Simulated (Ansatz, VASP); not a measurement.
## C in VASP and in Ansatz

```
C
1.0
     0.00000    1.93945    1.78340
     1.93945    0.00000    1.78340
     1.93945    1.93945    0.00000
C
2
Direct
  0.50000 0.50000 0.50000
  0.75000 0.75000 0.75000
```

Change from the starting cell: strain +0.0875 x Voigt [1, 1, 0, 0, 0, 0], atoms carried along.

Alike in both runs: task single point; functional PBE; k mesh 12 × 12 × 12; occupations gaussian, width 0.05 eV; no spin polarisation.

```csv
,VASP,Ansatz
version,VASP 6.6.1,Ansatz 0.2.0
potentials or method,"VASP PAW PBE potentials, release 64 (C), cutoff 520 eV","scalar-relativistic, plane waves, PAW"
valence electrons in the cell,8,8
```

|  | VASP | Ansatz | Ansatz less VASP |
| --- | --- | --- | --- |
| gap on the k mesh at the Fermi level (eV) | 1.97 | 1.97 | +0.006 |
| least direct gap on the mesh (eV) | 3.87 | 3.88 | +0.005 |
| pressure (GPa) | -51.5 | -51.7 | -0.18 |
| traceless stress, the component that is largest in VASP (GPa) | 39.26 | 39.27 | +0.012 |

Both programs put the cell under strong tension, so it lies far from rest at this level. The functional is the same, so the differences come from potentials, cutoffs and numerics.

Noted on VASP's run: the cell as given lies far from equilibrium.
